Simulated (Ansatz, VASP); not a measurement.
Two plane-wave programs on TaGaMo3

```
CELL_PARAMETERS angstrom
4.75884 0.00000 0.00000
0.00000 4.75884 0.00000
0.00000 0.00000 4.75884
ATOMIC_POSITIONS crystal
Ta 0.00000 0.00000 0.00000
Ga 0.50000 0.50000 0.50000
Mo 0.00000 0.00000 0.50000
Mo 0.00000 0.50000 0.00000
Mo 0.50000 0.00000 0.00000
```

Change from the starting cell: species swapped into the KCrF3 type (P4/mmm, No. 123).

Alike in both runs: functional PBE; k mesh 8 × 8 × 8; occupations gaussian, width 0.1 eV; no spin polarisation.

Ansatz relaxed the structure, and its values are those at the end. VASP's run is a single point on that final structure, the one shown.

```csv
,VASP,Ansatz
version,VASP 6.6.1,Ansatz 0.2.0
potentials or method,"VASP PAW PBE potentials, release 64 (Ta_pv, Ga_d, Mo_sv), cutoff 520 eV","scalar-relativistic, plane waves, PAW"
valence electrons in the cell,66,68
```

|  | VASP | Ansatz | Ansatz less VASP |
| --- | --- | --- | --- |
| gap on the k mesh at the Fermi level (eV) | none | none | - |
| pressure (GPa) | 0.5 | 0.0 | -0.51 |

A gap of «none» marks a metal or a gap that the smearing closes. With one functional, cell and mesh, what is left measures potentials, basis and numerics. VASP's potentials hold 66 valence electrons a cell and Ansatz's 68, so a difference there can come from the potentials and not from the codes.

Neither program's run includes spin-orbit coupling.
